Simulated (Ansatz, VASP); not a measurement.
## One calculation of Mo, two programs

POSCAR

```
Mo
1.0
    2.9406736770      0.0000000000      0.0000000000
   -1.4703368385      2.1913448841      0.0000000000
    0.0000000000      0.0000000000      2.5551807000
Mo
1
Direct
    0.0000000000      0.0000000000      0.5000000000
```

The input INCAR.step1:

```
SYSTEM = Mo
ALGO = Normal ; EDIFF = 1E-4
ENCUT = 520 ; GGA = PE
ISMEAR = 0 ; LASPH = .TRUE.
LCHARG = .FALSE. ; LREAL = .FALSE.
LWAVE = .TRUE. ; NBANDS = 13
NELM = 100 ; PREC = Accurate
SIGMA = 0.15
```

Contents of INCAR.step2:

```
SYSTEM = Mo
ALGO = Normal ; EDIFF = 1E-6
ENCUT = 520 ; ISIF = 2
ISMEAR = 0 ; ISTART = 1
LASPH = .TRUE. ; LCHARG = .FALSE.
LMIXTAU = .TRUE. ; LREAL = .FALSE.
LWAVE = .FALSE. ; METAGGA = R2SCAN
NBANDS = 13 ; NELM = 100
PREC = Accurate ; SIGMA = 0.15
```

Contents of KPOINTS:

```
k-points
0
G
  18 18 18
  0 0 0
```

Input for Ansatz:

```yaml
crystal:
  lattice:
    - [2.940673677, 0.0, 0.0]
    - [-1.4703368385, 2.1913448841, 0.0]
    - [0.0, 0.0, 2.5551807]
  atoms:
    - { symbol: Mo, position: [0.0, 0.0, 0.5] }
basis:
  ecutwfc: 500
kpoints:
  mp_grid: { grid: [18, 18, 18] }
hamiltonian:
  xc: r2scan
scf:
  occupations: { method: gaussian, width: 0.15 }
output:
  forces: true
  stress: true
  eigenvalues: true
```

Change from the starting cell: strain +0.0750 x Voigt [1, -1, 0, 0, 0, 0], atoms carried along.

Alike in both runs: task single point; functional r2SCAN; k mesh 18 × 18 × 18; occupations gaussian, width 0.15 eV; no spin polarisation.

```csv
,VASP,Ansatz
version,VASP 6.6.1,Ansatz 0.2.0
potentials or method,"VASP PAW PBE potentials, release 64 (Mo_sv), cutoff 520 eV","scalar-relativistic, plane waves, PAW"
valence electrons in the cell,14,14
```

VASP gave:

- gap on the k mesh at the Fermi level (eV): none
- pressure (GPa): 4.3
- traceless stress, the component that is largest in VASP (GPa): -4.81

Which values does Ansatz return?

gap on the k mesh at the Fermi level (eV): none; pressure (GPa): 3.2; traceless stress, the component that is largest in VASP (GPa): -4.91.

VASP's potentials were made for PBE, not for r2SCAN. A gap of «none» marks a metal or a gap that the smearing closes.
